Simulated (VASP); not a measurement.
# BeTeS4 (I-42m) in VASP: relaxation of cell and atoms with PBE

Aim: the relaxation of cell and atoms of BeTeS4 with PBE.

Program: VASP 6.6.1. These are calculated values, not measurements. Logs are shortened: lines on timing, memory, paths and dates and some standing lists are left out, and cuts for length are marked.

### Step 1. The cell of the first run

It takes space group I-42m (No. 121, tetragonal). The conventional cell has a = 5.752 Å, b = 5.752 Å, c = 7.850 Å, α = 90.00°, β = 90.00°, γ = 90.00°. Be (site symmetry -42m) has 4 S at 1.69 Å within 2.3 Å. Te (site symmetry -42m) has 8 S at 2.87 to 3.24 Å and 6 Be at 3.92 to 4.07 Å within 4.1 Å. Within 2.3 Å of S (site symmetry m) lie 1 Be at 1.69 Å.

The cell was built from a structure type or drawn by symmetry, and may not be a known phase.

### Step 2. Relaxation of cell and atoms, PBE

INCAR

```
PREC = Accurate
ENCUT = 600
EDIFF = 1E-7
ISMEAR = 0
SIGMA = 0.15
LREAL = False
LASPH = True
NELM = 120
ALGO = Normal
ISIF = 3
LWAVE = False
LCHARG = False
GGA = PE
IBRION = 2
NSW = 36
EDIFFG = -0.08
GGA_COMPAT = False
NELMIN = 4
```

KPOINTS

```
regular mesh
0
Gamma
  3 3 3
```

POSCAR

```
BeTeS4
1.0
   -2.8761333700      2.8761333700      3.9249060900
    2.8761333700     -2.8761333700      3.9249060900
    2.8761333700      2.8761333700     -3.9249060900
Be Te S
1 1 4
Direct
    0.0000000000      0.0000000000      0.0000000000
    0.5000000000      0.5000000000      0.0000000000
    0.7045722600      0.7045722600      0.6626581000
    0.9580858300      0.2954277400      0.0000000000
    0.0419141700      0.0419141700      0.3373419000
    0.2954277400      0.9580858300      0.0000000000
```

Potentials or basis: VASP PAW PBE potentials, release 64 (Be, Te, S).

The run is started by

```sh
$ cat potpaw_PBE.64/Be/POTCAR potpaw_PBE.64/Te/POTCAR potpaw_PBE.64/S/POTCAR > POTCAR
$ mpirun -np 1 vasp_std > vasp.out
```

OUTCAR:

```text
PREC = Accurate
   ENCUT = 600
   EDIFF = 1E-7
   ISMEAR = 0
   LREAL = False
   LASPH = True
   NELM = 120
   ISIF = 3
   GGA = PE
   IBRION = 2
   NSW = 36
   EDIFFG = -0.08
   NELMIN = 4

 ion  position               nearest neighbor table
   1  0.000  0.000  0.000-   5 1.69   3 1.69   4 1.69   6 1.69
   2  0.500  0.500  0.000-   4 2.87   6 2.87   5 2.87   3 2.87   3 3.24   6 3.24   4 3.24   5 3.24

   3  0.705  0.705  0.663-   1 1.69   5 2.74   6 2.78   4 2.78   2 2.87   2 3.24
   4  0.958  0.295  0.000-   1 1.69   6 2.74   5 2.78   3 2.78   2 2.87   2 3.24
   5  0.042  0.042  0.337-   1 1.69   3 2.74   6 2.78   4 2.78   2 2.87   2 3.24
   6  0.295  0.958  0.000-   1 1.69   4 2.74   5 2.78   3 2.78   2 2.87   2 3.24

  LATTYP: Found a body centered tetragonal cell.
 ALAT       =     5.7522667400
 C/A-ratio  =     1.3646467618

  Lattice vectors:

 A1 = (  -2.8761333700,   2.8761333700,   3.9249060900)
 A2 = (   2.8761333700,  -2.8761333700,   3.9249060900)
 A3 = (   2.8761333700,   2.8761333700,  -3.9249060900)

Analysis of symmetry for initial positions (statically):
=====================================================================
 Subroutine PRICEL returns:
 Original cell was already a primitive cell.

 Routine SETGRP: Setting up the symmetry group for a
 body centered tetragonal supercell.

 Subroutine GETGRP returns: Found  8 space group operations
 (whereof  8 operations were pure point group operations)
 out of a pool of 16 trial point group operations.

The static configuration has the point symmetry D_2d.

Analysis of symmetry for dynamics (positions and initial velocities):
=====================================================================
 Subroutine PRICEL returns:
 Original cell was already a primitive cell.

 Routine SETGRP: Setting up the symmetry group for a
 body centered tetragonal supercell.

 Subroutine GETGRP returns: Found  8 space group operations
 (whereof  8 operations were pure point group operations)
 out of a pool of 16 trial point group operations.

The dynamic configuration has the point symmetry D_2d.

 Subroutine INISYM returns: Found  8 space group operations
 (whereof  8 operations are pure point group operations),
 and found     1 'primitive' translations

----------------------------------------------------------------------------------------

                                     Primitive cell

  volume of cell :     129.8695

  direct lattice vectors                    reciprocal lattice vectors
    -2.876133370  2.876133370  3.924906090     0.000000000  0.173844511  0.127391583
     2.876133370 -2.876133370  3.924906090     0.173844511  0.000000000  0.127391583
     2.876133370  2.876133370 -3.924906090     0.173844511  0.173844511  0.000000000

  length of vectors
     5.652360050  5.652360050  5.652360050     0.215523849  0.215523849  0.245853266

  position of ions in fractional coordinates (direct lattice)
     0.000000000  0.000000000  0.000000000
     0.500000000  0.500000000  0.000000000
     0.704572260  0.704572260  0.662658100
     0.958085830  0.295427740  0.000000000
     0.041914170  0.041914170  0.337341900
     0.295427740  0.958085830  0.000000000

  ion indices of the primitive-cell ions
   primitive index   ion index
                 1           1
                 2           2
                 3           3
                 4           4
                 5           5
                 6           6

----------------------------------------------------------------------------------------

 KPOINTS: regular mesh

Automatic generation of k-mesh.
 Grid dimensions read from file:
 generate k-points for:    3    3    3

 Generating k-lattice:

  Cartesian coordinates                     Fractional coordinates (reciprocal lattice)
     0.000000000  0.057948170  0.042463861     0.333333333  0.000000000  0.000000000
     0.057948170  0.000000000  0.042463861     0.000000000  0.333333333  0.000000000
     0.057948170  0.057948170  0.000000000     0.000000000  0.000000000  0.333333333

  Length of vectors
     0.071841283  0.071841283  0.081951089

  Shift w.r.t. Gamma in fractional coordinates (k-lattice)
     0.000000000  0.000000000  0.000000000

 Subroutine IBZKPT returns following result:
 ===========================================

 Found      6 irreducible k-points:

 Following reciprocal coordinates:
            Coordinates               Weight
  0.000000  0.000000  0.000000      1.000000
  0.333333 -0.000000  0.000000      8.000000
  0.333333  0.333333  0.000000      8.000000
 -0.333333  0.333333  0.000000      4.000000
 -0.333333  0.333333  0.333333      4.000000
 -0.333333 -0.333333  0.333333      2.000000
   k-points           NKPTS =      6   k-points in BZ     NKDIM =      6   number of bands    NBANDS=     20
   number of dos      NEDOS =    301   number of ions     NIONS =      6
   total plane-waves  NPLWV = 110592
   dimension x,y,z NGX =    48 NGY =   48 NGZ =   48
   dimension x,y,z NGXF=    96 NGYF=   96 NGZF=   96
   ions per type =               1   1   4
   NGX,Y,Z   is equivalent  to a cutoff of  14.12, 14.12, 14.12 a.u.
   NGXF,Y,Z  is equivalent  to a cutoff of  28.24, 28.24, 28.24 a.u.
 SYSTEM =  unknown system
   PREC   = accura    normal or accurate (medium, high low for compatibility)
   ISTART =      0    job   : 0-new  1-cont  2-samecut
   ICHARG =      2    charge: 1-file 2-atom 10-const
   ISPIN  =      1    spin polarized calculation?
   LNONCOLLINEAR =      F non collinear calculations
   LSORBIT =      F    spin-orbit coupling
   LASPH  =      T    aspherical Exc in radial PAW
   ENCUT  =  600.0 eV  44.10 Ry    6.64 a.u.  11.29 11.29 11.29*2*pi/ulx,y,z
   NELM   =    120;   NELMIN=  4; NELMDL= -5     # of ELM steps
   EDIFF  = 0.1E-06   stopping-criterion for ELM
   LREAL  =      F    real-space projection
   EDIFFG = -.8E-01   stopping-criterion for IOM
   NSW    =     36    number of steps for IOM
   IBRION =      2    ionic relax: 0-MD 1-quasi-New 2-CG
   NFREE  =      1    steps in history (QN), initial steepest desc. (CG)
   ISIF   =      3    stress and relaxation
   ISYM   =      2    0-nonsym 1-usesym 2-fastsym
   POTIM  = 0.5000    time-step for ionic-motion
   TEBEG  =    0.0;   TEEND  =   0.0 temperature during run
   PSTRESS=    0.0 pullay stress
   NELECT =      32.0000    total number of electrons
   NUPDOWN=      -1.0000    fix difference up-down
   EMIN   =  10.00;   EMAX   =-10.00  energy-range for DOS
   EFERMI =   0.00;   METHOD = LEGACY
   ISMEAR =     0;   SIGMA  =   0.15  broadening in eV -4-tet -1-fermi 0-gaus
   EFERMI_NEDOS =   21; number of points for ismear=-14 and -15
   IALGO  =     38    algorithm
   IMIX   =      4    mixing-type and parameters
     AMIX     =   0.40;   BMIX     =  1.00
     AMIX_MAG =   1.60;   BMIX_MAG =  1.00
  volume/ion in A,a.u.               =      21.64       146.07
  Fermi-wavevector in a.u.,A,eV,Ry     =   1.026335  1.939492 14.331875  1.053363
  Thomas-Fermi vector in A             =   2.160222
   LORBIT       =      0    0 simple, 1 ext, 2 COOP (PROOUT), +10 PAW based schemes
   GGA     = PE    functional components
   LHFCALC =     F    Hartree Fock is set to
   AEXX    =    0.0000 exact exchange contribution
   IVDW    =     0    specifies the selected vdW correction
   LEPSILON=     F    determine dielectric tensor
   LRPA    =     F    only Hartree local field effects (RPA)
 conjugate gradient relaxation of ions
 non-spin polarized calculation
 Gauss-broadening in eV      SIGMA  =   0.15
  energy-cutoff  :      600.00
  volume of cell :      129.87
 maximum number of plane-waves:      4355
 NGX is ok and might be reduce to    48
   NGX = 23   NGY = 23   NGZ = 23

--------------------------------------- Ionic step        1  -------------------------------------------

 number of electron      32.0000000 magnetization

 Free energy of the ion-electron system (eV)
  ---------------------------------------------------
  ext. energy  EPLUGINS =         0.00000000
  ---------------------------------------------------
  free energy    TOTEN  =       -17.53111277 eV

  energy without entropy =      -17.45560787  energy(sigma->0) =      -17.49336032

------------------------ aborting loop because EDIFF is reached ----------------------------------------

  FORCE on cell =-STRESS in cart. coord.  units (eV):
  Direction    XX          YY          ZZ          XY          YZ          ZX
  --------------------------------------------------------------------------------------
  -------------------------------------------------------------------------------------
  Total       11.3924987     11.3924987     12.1457049      0.0000000     -0.0000000      0.0000000
  in kB      140.5472221    140.5472221    149.8393925      0.0000000     -0.0000000      0.0000000
  external PRESSURE =     143.6446123 kB  Pullay stress =       0.0000000 kB
[... 101 lines left out ...]
  FREE ENERGIE OF THE ION-ELECTRON SYSTEM (eV)
  ---------------------------------------------------
  free  energy   TOTEN  =       -20.9391092533 eV

  energy  without entropy=      -20.8475231413  energy(sigma->0) =      -20.89331620

 E-fermi :   3.1974     XC(G=0):  -9.0115

 val. band max:        3.1651157712   @ k =  -0.3333   0.3333   0.3333
 cond. band min:       3.2135648144   @ k =   0.3333   0.3333   0.0000
 fundamental gap:      0.0484490433
 Fermi energy:         3.1973606513

 k-point     1 :       0.0000    0.0000    0.0000
  band No.  band energies     occupation
      1     -10.4802      2.00000
      2      -8.2028      2.00000
      3      -8.2028      2.00000
      4      -7.8903      2.00000
      5      -7.0014      2.00000
      6      -1.8821      2.00000
[... 12 lines left out ...]
     19       6.2936      0.00000
[... 99 lines left out ...]
      4      -8.3656      2.00000
      5      -7.7073      2.00000
      6      -0.5894      2.00000
[... 12 lines left out ...]
     19       5.1850      0.00000
     20       5.1850      0.00000

[... ionic steps 4 to 9 ...]

--------------------------------------- Ionic step       10  -------------------------------------------

 number of electron      32.0000002 magnetization

------------------------ aborting loop because EDIFF is reached ----------------------------------------

  FORCE on cell =-STRESS in cart. coord.  units (eV):
  Direction    XX          YY          ZZ          XY          YZ          ZX
  --------------------------------------------------------------------------------------
  -------------------------------------------------------------------------------------
  Total       -0.3058086     -0.3058086      0.1749765      0.0000000     -0.0000000      0.0000000
  in kB       -4.0935471     -4.0935471      2.3422315      0.0000000     -0.0000000      0.0000000
  external PRESSURE =      -1.9482876 kB  Pullay stress =       0.0000000 kB
[... 65 lines left out ...]
  energy  without entropy=      -22.0750818987  energy(sigma->0) =      -22.11013464

--------------------------------------- Ionic step       12  -------------------------------------------

 number of electron      31.9999998 magnetization

 Free energy of the ion-electron system (eV)
  ---------------------------------------------------
  ext. energy  EPLUGINS =         0.00000000
  ---------------------------------------------------
  free energy    TOTEN  =       -22.16647928 eV

  energy without entropy =      -22.09303150  energy(sigma->0) =      -22.12975539

 E-fermi :   4.7649     XC(G=0):  -9.6165

 val. band max:        4.7584944338   @ k =  -0.3333   0.3333   0.3333
 cond. band min:       4.8535795030   @ k =  -0.3333   0.3333   0.3333
 fundamental gap:      0.0950850691
 Fermi energy:         4.7649169250

 k-point     1 :       0.0000    0.0000    0.0000
  band No.  band energies     occupation
      1     -10.0013      2.00000
      2      -6.8011      2.00000
      3      -6.8011      2.00000
      4      -6.5192      2.00000
      5      -5.0413      2.00000
      6      -1.6635      2.00000
[... 12 lines left out ...]
     19       8.5915      0.00000
[... 147 lines left out ...]
  FREE ENERGIE OF THE ION-ELECTRON SYSTEM (eV)
  ---------------------------------------------------
  free  energy   TOTEN  =       -22.1664792826 eV

  energy  without entropy=      -22.0930314976  energy(sigma->0) =      -22.12975539

 reached required accuracy - stopping structural energy minimisation
```

Wall time 2.9 min (1 thread of Intel Xeon 6975P-C (Granite Rapids), shared host); peak memory 0.34 GiB.

What came out:

| Item | Value |
| --- | --- |
| Free energy | -22.1665 eV |
| Relaxed volume | 20.08 Å³/atom |
| Relaxed cell | a = 5.431 Å, b = 5.431 Å, c = 5.431 Å, α = 114.77°, β = 114.77°, γ = 99.32° |
| Space group after relaxing (to 0.1 Å) | I-42m (No. 121) |
| Energy gained by relaxing | 772.6 meV/atom |
| Ionic steps | 12 |
| Pressure after relaxing | -0.3 GPa |
| Largest force after relaxing | 0.054 eV/Å |
| Band gap on the k mesh | zero (bands 16 and 17 overlap by 0.42 eV) |

Forces on the atoms (eV/Å):
```
Be   0.000  0.000  0.000
Te   0.000  0.000  0.000
S    0.038  0.038  0.003
S   -0.038  0.038 -0.003
S   -0.038 -0.038  0.003
S    0.038 -0.038 -0.003
```

The path:
| step | energy change (eV) | largest force (eV/Å) | pressure (GPa) | volume (Å³) |
| --- | --- | --- | --- | --- |
| 1 | 0.0000 | 7.3852 | 14.36 | 129.87 |
| 2 | -2.5560 | 0.5837 | -9.66 | 169.86 |
| 3 | -3.4080 | 0.8201 | -5.41 | 152.16 |
| 4 | -3.4097 | 0.8799 | -5.22 | 151.68 |
| 5 | -3.9852 | 0.8281 | -3.37 | 138.09 |
| 6 | -4.3324 | 0.7018 | 1.93 | 121.17 |
| 7 | -4.4496 | 0.3185 | 0.32 | 121.60 |
| 8 | -4.4585 | 0.3711 | -0.20 | 121.76 |
| 9 | -4.5085 | 0.3496 | -0.40 | 121.30 |
| 10 | -4.6054 | 0.2599 | -0.19 | 119.69 |
| 11 | -4.6141 | 0.2074 | 0.37 | 118.87 |
| 12 | -4.6354 | 0.0544 | -0.26 | 120.47 |

Final structure:
```
CELL_PARAMETERS angstrom
-2.92702 2.92702 3.51522
2.92702 -2.92702 3.51522
2.92702 2.92702 -3.51522
ATOMIC_POSITIONS crystal
Be 0.00000 0.00000 0.00000
Te 0.50000 0.50000 0.00000
S 0.62217 0.62217 0.60547
S 0.98330 0.37783 0.00000
S 0.01670 0.01670 0.39453
S 0.37783 0.98330 0.00000
```

Levels at points of the mesh, in eV from the Fermi level:
| k point | band 13 | band 14 | band 15 | band 16 | band 17 | band 18 | band 19 | band 20 |
| --- | --- | --- | --- | --- | --- | --- | --- | --- |
| (0.00, 0.00, 0.00) | -1.93 | -1.52 | -0.24 | 0.40 | 0.40 | 3.52 | 3.83 | 3.83 |

Caveat: the k points lie up to 0.47 Å⁻¹ apart in the final cell; semilocal functionals underestimate gaps, so a narrow gap can read as zero; spin-orbit coupling is left out, which moves the levels of the heavy elements; the relaxation stopped at a loose force limit of 0.08 eV/Å, so its end isn't a converged minimum.
